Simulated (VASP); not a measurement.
Crystal: La2O.

```
La O
1.0
     4.26733    0.00000    0.00000
     0.00000    4.26733    0.00000
     0.00000    0.00000    9.56867
La O
4 2
Direct
  0.50000 0.00000 0.88314
  0.00000 0.50000 0.11686
  0.50000 0.00000 0.43240
  0.00000 0.50000 0.56760
  0.50000 0.50000 0.00000
  0.00000 0.00000 0.00000
```

```yaml
Program: VASP 6.6.1
Task: relaxation of cell and atoms
Functional: PBE
Potentials_or_basis: VASP PAW PBE potentials, release 64 (La, O)
Cutoff: 600 eV
k_mesh: 8 × 8 × 4
Occupations: gaussian, width 0.1 eV
Spin: no spin polarisation
```

At the start: pressure -0.5 GPa; volume 29.04 Å³/atom.

**Question.** How do energy, volume and symmetry change on relaxing?

**Answer.** Over 12 steps the energy falls by 2.9 meV/atom and the volume is 28.59 Å³/atom (-1.6 %); space group P4/nmm (No. 129, to 0.1 Å) before and after.

Step by step:
```tsv
step	energy change (eV)	largest force (eV/Å)	pressure (GPa)	volume (Å³)
1	0.0000	0.1850	-0.53	174.25
2	-0.0082	0.1528	0.17	171.84
3	-0.0085	0.1728	0.34	171.28
4	-0.0145	0.0911	0.17	171.08
5	-0.0160	0.0445	0.03	170.92
6	-0.0160	0.0423	0.03	170.91
7	-0.0163	0.0352	0.02	171.03
8	-0.0169	0.0140	-0.01	171.38
9	-0.0170	0.0129	-0.02	171.55
10	-0.0171	0.0191	0.02	171.46
11	-0.0172	0.0235	0.07	171.38
12	-0.0173	0.0022	0.01	171.54
```

Final structure:
```xyz
6
Lattice="4.2626 0.0000 0.0000 0.0000 4.2626 0.0000 0.0000 0.0000 9.4410" Properties=species:S:1:pos:R:3 pbc="T T T"
La    2.1313    0.0000    8.3286
La    4.2626    2.1313    1.1125
La    2.1313    4.2626    4.0338
La    0.0000    2.1313    5.4072
O     2.1313    2.1313    0.0000
O     0.0000    0.0000    0.0000
```
